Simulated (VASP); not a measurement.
# InSe (C2/m) in VASP: a series of runs

Runs on InSe. Level: PBE. Tasks: electric field gradients.

All numbers are computed with VASP 6.6.1; they aren't measurements. Logs are shortened: lines on timing, memory, paths and dates and some standing lists are left out, and cuts for length are marked.

### 1 The cell of the first run

The structure is monoclinic, space group C2/m (No. 12). The conventional cell has a = 11.736 Å, b = 4.110 Å, c = 4.489 Å, α = 90.00°, β = 110.87°, γ = 90.00°. In (site symmetry m) has 3 Se at 2.55 to 2.75 Å and 1 In at 2.74 Å within 3.4 Å. Within 3.4 Å of Se (site symmetry m) lie 3 In at 2.55 to 2.75 Å.

### 2 Electric field gradients, PBE (zz strain of -3 %)

Input file INCAR:

```
SYSTEM = InSe
PREC = Accurate
ENCUT = 520
EDIFF = 1E-8
ISMEAR = -1
SIGMA = 0.02
LREAL = .False.
LASPH = .True.
NELM = 80
ALGO = Normal
ISIF = 2
LWAVE = .False.
LCHARG = .False.
GGA = PE
LEFG = .True.
NBANDS = 27
```

Input file KPOINTS:

```
Automatic mesh
0
Gamma
  7 7 6
  0 0 0
```

Input file POSCAR:

```
InSe
1.0
    5.8679026766     -2.0550000000      0.0000000000
    5.8679026766      2.0550000000      0.0000000000
   -1.5994156962      0.0000000000      4.1939467142
In Se
2 2
Direct
    0.8840000000      0.8840000000      0.0050000000
    0.1160000000      0.1160000000      0.9950000000
    0.6600000000      0.6600000000      0.6420000000
    0.3400000000      0.3400000000      0.3580000000
```

Potentials or basis: VASP PAW PBE potentials, release 64 (In_d, Se).

Run with:

```
cat potpaw_PBE.64/In_d/POTCAR potpaw_PBE.64/Se/POTCAR > POTCAR
mpirun -np 1 vasp_std > vasp.out
```

OUTCAR:

```text
SYSTEM = InSe
   PREC = Accurate
   ENCUT = 520
   EDIFF = 1E-8
   ISMEAR = -1
   LREAL = .False.
   LASPH = .True.
   NELM = 80
   ISIF = 2
   GGA = PE

 ion  position               nearest neighbor table
   1  0.884  0.884  0.005-   3 2.55   2 2.74   4 2.75   4 2.75   2 3.74   2 3.74
   2  0.116  0.116  0.995-   4 2.55   1 2.74   3 2.75   3 2.75   1 3.74   1 3.74
   3  0.660  0.660  0.642-   1 2.55   2 2.75   2 2.75
   4  0.340  0.340  0.358-   2 2.55   1 2.75   1 2.75

  LATTYP: Found a base centered monoclinic cell.
 ALAT       =    11.7358053532
 B/A-ratio  =     0.3502103074
 C/A-ratio  =     0.3824685595
 COS(beta)  =    -0.3563302690

  Lattice vectors:

 A1 = (   5.8679026766,  -2.0550000000,   0.0000000000)
 A2 = (   5.8679026766,   2.0550000000,   0.0000000000)
 A3 = (  -1.5994156962,   0.0000000000,   4.1939467142)

Analysis of symmetry for initial positions (statically):
=====================================================================
 Subroutine PRICEL returns:
 Original cell was already a primitive cell.

 Routine SETGRP: Setting up the symmetry group for a
 base centered monoclinic supercell.

 Subroutine GETGRP returns: Found  4 space group operations
 (whereof  4 operations were pure point group operations)
 out of a pool of  4 trial point group operations.

The static configuration has the point symmetry C_2h.

Analysis of symmetry for dynamics (positions and initial velocities):
=====================================================================
 Subroutine PRICEL returns:
 Original cell was already a primitive cell.

 Routine SETGRP: Setting up the symmetry group for a
 base centered monoclinic supercell.

 Subroutine GETGRP returns: Found  4 space group operations
 (whereof  4 operations were pure point group operations)
 out of a pool of  4 trial point group operations.

The dynamic configuration has the point symmetry C_2h.

 Subroutine INISYM returns: Found  4 space group operations
 (whereof  4 operations are pure point group operations),
 and found     1 'primitive' translations

----------------------------------------------------------------------------------------

                                     Primitive cell

  volume of cell :     101.1457

  direct lattice vectors                    reciprocal lattice vectors
     5.867902677 -2.055000000  0.000000000     0.085209321 -0.243309002  0.032495674
     5.867902677  2.055000000  0.000000000     0.085209321  0.243309002  0.032495674
    -1.599415696  0.000000000  4.193946714     0.000000000  0.000000000  0.238438890

  length of vectors
     6.217339208  6.217339208  4.488576568     0.259838157  0.259838157  0.238438890

  position of ions in fractional coordinates (direct lattice)
     0.884000000  0.884000000  0.005000000
     0.116000000  0.116000000  0.995000000
     0.660000000  0.660000000  0.642000000
     0.340000000  0.340000000  0.358000000

  ion indices of the primitive-cell ions
   primitive index   ion index
                 1           1
                 2           2
                 3           3
                 4           4

----------------------------------------------------------------------------------------

 KPOINTS: Automatic mesh

Automatic generation of k-mesh.
 Grid dimensions read from file:
 generate k-points for:    7    7    6

 Generating k-lattice:

  Cartesian coordinates                     Fractional coordinates (reciprocal lattice)
     0.012172760 -0.034758429  0.004642239     0.142857143  0.000000000  0.000000000
     0.012172760  0.034758429  0.004642239     0.000000000  0.142857143  0.000000000
     0.000000000  0.000000000  0.039739815     0.000000000  0.000000000  0.166666667

  Length of vectors
     0.037119737  0.037119737  0.039739815

  Shift w.r.t. Gamma in fractional coordinates (k-lattice)
     0.000000000  0.000000000  0.000000000

 Subroutine IBZKPT returns following result:
 ===========================================

 Found     88 irreducible k-points:

 Following reciprocal coordinates:
            Coordinates               Weight
  0.000000  0.000000  0.000000      1.000000
  0.142857  0.000000  0.000000      4.000000
  0.285714  0.000000 -0.000000      4.000000
  0.428571  0.000000  0.000000      4.000000
  0.142857  0.142857  0.000000      2.000000
  0.285714  0.142857  0.000000      4.000000
[... 16 lines left out ...]
 -0.142857 -0.000000  0.166667      4.000000
  0.142857  0.142857  0.166667      2.000000
 [... further k-points ...]
   k-points           NKPTS =     88   k-points in BZ     NKDIM =     88   number of bands    NBANDS=     27
   number of dos      NEDOS =    301   number of ions     NIONS =      4
   total plane-waves  NPLWV =  82944
   dimension x,y,z NGX =    48 NGY =   48 NGZ =   36
   dimension x,y,z NGXF=    96 NGYF=   96 NGZF=   72
   ions per type =               2   2
   NGX,Y,Z   is equivalent  to a cutoff of  12.83, 12.83, 13.33 a.u.
   NGXF,Y,Z  is equivalent  to a cutoff of  25.67, 25.67, 26.67 a.u.
 SYSTEM =  InSe
   PREC   = accura    normal or accurate (medium, high low for compatibility)
   ISTART =      0    job   : 0-new  1-cont  2-samecut
   ICHARG =      2    charge: 1-file 2-atom 10-const
   ISPIN  =      1    spin polarized calculation?
   LNONCOLLINEAR =      F non collinear calculations
   LSORBIT =      F    spin-orbit coupling
   LASPH  =      T    aspherical Exc in radial PAW
   ENCUT  =  520.0 eV  38.22 Ry    6.18 a.u.  11.56 11.56  8.35*2*pi/ulx,y,z
   NELM   =     80;   NELMIN=  2; NELMDL= -5     # of ELM steps
   EDIFF  = 0.1E-07   stopping-criterion for ELM
   LREAL  =      F    real-space projection
   EDIFFG = 0.1E-06   stopping-criterion for IOM
   NSW    =      0    number of steps for IOM
   IBRION =     -1    ionic relax: 0-MD 1-quasi-New 2-CG
   NFREE  =      0    steps in history (QN), initial steepest desc. (CG)
   ISIF   =      2    stress and relaxation
   ISYM   =      2    0-nonsym 1-usesym 2-fastsym
   POTIM  = 0.5000    time-step for ionic-motion
   TEBEG  =    0.0;   TEEND  =   0.0 temperature during run
   PSTRESS=    0.0 pullay stress
   NELECT =      38.0000    total number of electrons
   NUPDOWN=      -1.0000    fix difference up-down
   EMIN   =  10.00;   EMAX   =-10.00  energy-range for DOS
   EFERMI =   0.00;   METHOD = LEGACY
   ISMEAR =    -1;   SIGMA  =   0.02  broadening in eV -4-tet -1-fermi 0-gaus
   EFERMI_NEDOS =   21; number of points for ismear=-14 and -15
   IALGO  =     38    algorithm
   IMIX   =      4    mixing-type and parameters
     AMIX     =   0.40;   BMIX     =  1.00
     AMIX_MAG =   1.60;   BMIX_MAG =  1.00
  volume/ion in A,a.u.               =      25.29       170.64
  Fermi-wavevector in a.u.,A,eV,Ry     =   1.181282  2.232299 18.985930  1.395427
  Thomas-Fermi vector in A             =   2.317558
   LORBIT       =      0    0 simple, 1 ext, 2 COOP (PROOUT), +10 PAW based schemes
   GGA     = PE    functional components
   LHFCALC =     F    Hartree Fock is set to
   AEXX    =    0.0000 exact exchange contribution
   IVDW    =     0    specifies the selected vdW correction
   LEPSILON=     F    determine dielectric tensor
   LRPA    =     F    only Hartree local field effects (RPA)
 non-spin polarized calculation
  energy-cutoff  :      520.00
  volume of cell :      101.15
 maximum number of plane-waves:      2751
 NGX is ok and might be reduce to    48
   NGX = 23   NGY = 23   NGZ = 17

 number of electron      38.0000000 magnetization

 Free energy of the ion-electron system (eV)
  ---------------------------------------------------
  ext. energy  EPLUGINS =         0.00000000
  ---------------------------------------------------
  free energy    TOTEN  =       -13.82288789 eV

  energy without entropy =      -13.82288789  energy(sigma->0) =      -13.82288789

 E-fermi :   5.6855     XC(G=0):  -9.7262

 val. band max:        5.2791744694   @ k =  -0.2857  -0.2857   0.3333
 cond. band min:       6.2109653149   @ k =   0.4286   0.4286   0.0000
 fundamental gap:      0.9317908455
 Fermi energy:         5.6855169035

 k-point     1 :       0.0000    0.0000    0.0000
  band No.  band energies     occupation
      1      -9.5141      2.00000
      2      -9.4410      2.00000
      3      -9.1341      2.00000
      4      -9.1273      2.00000
      5      -9.0839      2.00000
      6      -9.0786      2.00000
[... 19 lines left out ...]
     26      12.4704      0.00000
     27      14.2154      0.00000
[... 667 lines left out ...]
      5      -9.0853      2.00000
      6      -9.0783      2.00000
[... 19 lines left out ...]
     26      12.0474      0.00000
     27      12.9821      0.00000

 [... further k-points ...]
[... 5 lines left out ...]
  --------------------------------------------------------------------------------------
  -------------------------------------------------------------------------------------
  Total        4.5164187      1.7257789      2.9193544      0.0000000      0.0000000      1.9310249
  in kB       71.5413522     27.3368273     46.2434011      0.0000000      0.0000000     30.5879815
  external PRESSURE =      48.3738602 kB  Pullay stress =       0.0000000 kB

 VOLUME and BASIS-vectors are now :
 -----------------------------------------------------------------------------
  energy-cutoff  :      520.00
  volume of cell :      101.15
      direct lattice vectors                 reciprocal lattice vectors
     5.867902677 -2.055000000  0.000000000     0.085209321 -0.243309002  0.032495674
     5.867902677  2.055000000  0.000000000     0.085209321  0.243309002  0.032495674
    -1.599415696  0.000000000  4.193946714     0.000000000  0.000000000  0.238438890

 POSITION                                       TOTAL-FORCE (eV/Angst)
 -----------------------------------------------------------------------------------
     10.36645      0.00000      0.02097         0.187021      0.000000      0.507890
     -0.23007      0.00000      4.17298        -0.187021      0.000000     -0.507890
      6.71881      0.00000      2.69251        -0.900561      0.000000     -0.493376
      3.41758      0.00000      1.50143         0.900561      0.000000      0.493376
 -----------------------------------------------------------------------------------
    total drift:                               -0.000000     -0.000000      0.000000

  FREE ENERGIE OF THE ION-ELECTRON SYSTEM (eV)
  ---------------------------------------------------
  free  energy   TOTEN  =       -13.8228878871 eV

  energy  without entropy=      -13.8228878871  energy(sigma->0) =      -13.82288789

 Electric field gradients (V/A^2)
---------------------------------------------------------------------
 ion       V_xx      V_yy      V_zz      V_xy      V_xz      V_yz
---------------------------------------------------------------------
   1    -182.280    98.216    84.064    -0.000   -49.755     0.000
   2    -182.280    98.216    84.064    -0.000   -49.755     0.000
   3      73.386   -14.346   -59.040     0.000    15.011     0.000
   4      73.386   -14.346   -59.040     0.000    15.011    -0.000
---------------------------------------------------------------------

 Electric field gradients after diagonalization (V/A^2)
 (convention: |V_zz| > |V_xx| > |V_yy|)
----------------------------------------------------------------------
 ion       V_xx      V_yy      V_zz     asymmetry (V_yy - V_xx)/ V_zz
----------------------------------------------------------------------
   1      98.216    93.055  -191.271       0.027
   2      98.216    93.055  -191.271       0.027
   3     -60.720   -14.346    75.066       0.618
   4     -60.720   -14.346    75.066       0.618
----------------------------------------------------------------------

           NMR quadrupolar parameters

 Cq : quadrupolar parameter    Cq=e*Q*V_zz/h
 eta: asymmetry parameters     (V_yy - V_xx)/ V_zz
 Q  : nuclear electric quadrupole moment in mb (millibarn)
----------------------------------------------------------------------
 ion       Cq(MHz)       eta       Q (mb)
----------------------------------------------------------------------
   1      -0.462       0.027       1.000
   2      -0.462       0.027       1.000
   3       0.182       0.618       1.000
   4       0.182       0.618       1.000
----------------------------------------------------------------------
```

It took 4.5 min on 1 thread of Intel Xeon Platinum 8375C at 2.90GHz (Ice Lake), shared host; peak memory 0.41 GiB.

What came out:

- Free energy: -13.8229 eV
- Pressure: 4.8 GPa
- Largest force: 1.027 eV/Å
- Band gap on the k mesh: 0.93 eV, indirect (least direct gap 1.29 eV)

Forces in eV/Å, atoms in the order of the input:
```
In   0.187  0.000  0.508
In  -0.187  0.000 -0.508
Se  -0.901  0.000 -0.493
Se   0.901  0.000  0.493
```

Stress tensor (GPa, compression positive):
```
7.15 0.00 3.06
0.00 2.73 0.00
3.06 0.00 4.62
```

Electric field gradients, principal values (V/Å²):
```csv
atom,least,middle,greatest (by size)
1 In,93.055,98.216,-191.271
2 In,93.055,98.216,-191.271
3 Se,-14.346,-60.720,75.066
4 Se,-14.346,-60.720,75.066
```

Caveat: the cell differs from its parent crystal (zz strain of -3 %); without QUAD_EFG the Cq values of the log hold for a quadrupole moment of 1 mb, not for the nuclei; spin-orbit coupling is left out, which moves the levels of the heavy elements; forces of over 1 eV/Å act on the atoms, so gaps and moduli don't describe the material at rest.

### 3 Electric field gradients, PBE

This run uses another cell than the first one, of 26.07 Å³/atom, 1.031 times its volume.

Input file INCAR:

```
ALGO = Normal
EDIFF = 1E-8
ENCUT = 520
GGA = PE
ISIF = 2
ISMEAR = -1
LASPH = True
LCHARG = False
LEFG = True
LREAL = False
LWAVE = False
NBANDS = 27
NELM = 60
PREC = Accurate
SIGMA = 0.02
```

Input file KPOINTS:

```
k-points
0
Gamma
  7 7 6
```

POSCAR, as its differences from that of step 2:

```diff
@@ -4,3 +4,3 @@
     5.8679026766      2.0550000000      0.0000000000
-   -1.5994156962      0.0000000000      4.1939467142
+   -1.5994156962      0.0000000000      4.3236564064
 In Se
```

Potentials or basis: VASP PAW PBE potentials, release 64 (In_d, Se).

Run with:

```
cat potpaw_PBE.64/In_d/POTCAR potpaw_PBE.64/Se/POTCAR > POTCAR
mpirun -np 1 vasp_std > vasp.out
```

OUTCAR:

```text
EDIFF = 1E-8
   ENCUT = 520
   GGA = PE
   ISIF = 2
   ISMEAR = -1
   LASPH = True
   LREAL = False
   NELM = 60
   PREC = Accurate

 ion  position               nearest neighbor table
   1  0.884  0.884  0.005-   3 2.58   2 2.74   4 2.78   4 2.78   2 3.74   2 3.74
   2  0.116  0.116  0.995-   4 2.58   1 2.74   3 2.78   3 2.78   1 3.74   1 3.74
   3  0.660  0.660  0.642-   1 2.58   2 2.78   2 2.78
   4  0.340  0.340  0.358-   2 2.58   1 2.78   1 2.78

  LATTYP: Found a base centered monoclinic cell.
 ALAT       =    11.7358053532
 B/A-ratio  =     0.3502103074
 C/A-ratio  =     0.3928152938
 COS(beta)  =    -0.3469445484

  Lattice vectors:

 A1 = (   5.8679026766,  -2.0550000000,   0.0000000000)
 A2 = (   5.8679026766,   2.0550000000,   0.0000000000)
 A3 = (  -1.5994156962,   0.0000000000,   4.3236564064)

Analysis of symmetry for initial positions (statically):
[... 926 lines left out ...]
 -----------------------------------------------------------------------------------
     10.36645      0.00000      0.02162        -0.112477      0.000000      0.522876
     -0.23007      0.00000      4.30204         0.112477      0.000000     -0.522876
      6.71881      0.00000      2.77579        -0.764143      0.000000     -0.161587
      3.41758      0.00000      1.54787         0.764143      0.000000      0.161587
 -----------------------------------------------------------------------------------
    total drift:                               -0.000000     -0.000000      0.000000

  FREE ENERGIE OF THE ION-ELECTRON SYSTEM (eV)
  ---------------------------------------------------
  free  energy   TOTEN  =       -13.8895545082 eV

  energy  without entropy=      -13.8895545081  energy(sigma->0) =      -13.88955451

 Electric field gradients (V/A^2)
---------------------------------------------------------------------
 ion       V_xx      V_yy      V_zz      V_xy      V_xz      V_yz
---------------------------------------------------------------------
   1    -178.797    99.079    79.718    -0.000   -45.635    -0.000
   2    -178.797    99.079    79.718    -0.000   -45.635     0.000
   3      71.224   -24.325   -46.899     0.000    18.472     0.000
   4      71.224   -24.325   -46.899     0.000    18.472     0.000
---------------------------------------------------------------------

 Electric field gradients after diagonalization (V/A^2)
 (convention: |V_zz| > |V_xx| > |V_yy|)
----------------------------------------------------------------------
 ion       V_xx      V_yy      V_zz     asymmetry (V_yy - V_xx)/ V_zz
----------------------------------------------------------------------
   1      99.079    87.537  -186.616       0.062
   2      99.079    87.537  -186.616       0.062
   3     -49.720   -24.325    74.045       0.343
   4     -49.720   -24.325    74.045       0.343
----------------------------------------------------------------------

           NMR quadrupolar parameters

 Cq : quadrupolar parameter    Cq=e*Q*V_zz/h
 eta: asymmetry parameters     (V_yy - V_xx)/ V_zz
 Q  : nuclear electric quadrupole moment in mb (millibarn)
----------------------------------------------------------------------
 ion       Cq(MHz)       eta       Q (mb)
----------------------------------------------------------------------
   1      -0.451       0.062       1.000
   2      -0.451       0.062       1.000
   3       0.179       0.343       1.000
   4       0.179       0.343       1.000
----------------------------------------------------------------------
```

Wall time 4.2 min (1 thread of Intel Xeon Platinum 8124M at 3.00GHz (Skylake/Cascade Lake), shared host); peak memory 0.41 GiB.

Results:

| Quantity | Value |
| --- | --- |
| Free energy | -13.8896 eV |
| Pressure | 3.0 GPa |
| Largest force | 0.781 eV/Å |
| Band gap on the k mesh | 0.94 eV, indirect (least direct gap 1.35 eV) |

Forces in eV/Å, atoms in the order of the input:
```
In  -0.112  0.000  0.523
In   0.112  0.000 -0.523
Se  -0.764  0.000 -0.162
Se   0.764  0.000  0.162
```

Stress tensor (GPa, compression positive):
```
5.37 0.00 2.33
0.00 1.35 0.00
2.33 0.00 2.19
```

Levels at points of the mesh, in eV from the valence-band top:
```
           k point  band 15  band 16  band 17  band 18  band 19  band 20  band 21  band 22  band 23  band 24
(0.00, 0.00, 0.00)    -3.98    -2.77    -2.27    -1.75    -1.13     2.79     3.52     4.39     4.64     5.33
(0.00, 0.00, 0.50)    -2.17    -1.60    -1.59    -1.14    -0.38     1.10     2.32     3.37     3.65     5.48
```

Electric field gradients, principal values (V/Å²):
| atom | least | middle | greatest (by size) |
| --- | --- | --- | --- |
| 1 In | 87.537 | 99.079 | -186.616 |
| 2 In | 87.537 | 99.079 | -186.616 |
| 3 Se | -24.325 | -49.720 | 74.045 |
| 4 Se | -24.325 | -49.720 | 74.045 |

Caveat: without QUAD_EFG the Cq values of the log hold for a quadrupole moment of 1 mb, not for the nuclei; spin-orbit coupling is left out, which moves the levels of the heavy elements. Expect the measured gap to be larger: semilocal functionals such as PBE lack the derivative discontinuity.
